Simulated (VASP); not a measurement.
**InAs: single point with PBE**

InAs, a sheet with vacuum:

```
CELL_PARAMETERS angstrom
4.35602 0.00000 0.00000
-2.17801 3.77242 0.00000
0.00000 0.00000 34.46436
ATOMIC_POSITIONS crystal
In 0.00000 0.00000 0.35413
In 0.00000 0.00000 0.22618
As 0.33333 0.66667 0.37374
As 0.33333 0.66667 0.20657
```

The cell was built from a structure type or drawn by symmetry, and may not be a known phase.

* Program: VASP 6.6.1
* Task: single point
* Functional: PBE
* Potentials or basis: VASP PAW PBE potentials, release 64 (In_d, As)
* Cutoff: 520 eV
* k mesh: 6 × 6 × 1
* Occupations: gaussian, width 0.02 eV
* Spin: no spin polarisation
* Dipole correction: yes
* Further INCAR settings: ALGO = Normal; EDIFF = 1e-06; NBANDS = 26

```
Band gap on the k mesh : 0.72 eV (least direct gap 0.78 eV)
```

Levels at points of the mesh, in eV from the valence-band top:
```
           k point  band 14  band 15  band 16  band 17  band 18  band 19  band 20  band 21  band 22  band 23
(0.00, 0.00, 0.00)    -2.01    -0.08    -0.08    -0.06    -0.06     0.72     0.77     2.84     4.77     4.82
(0.50, 0.00, 0.00)    -4.98    -1.29    -1.26    -0.71    -0.35     1.18     1.97     2.46     3.08     5.32
```

It took 5.3 min on 1 thread of Intel Xeon 8259CL, with other jobs on the host, peak memory 0.58 GiB.

Caveat: spin-orbit coupling is left out, which moves the levels of the heavy elements.
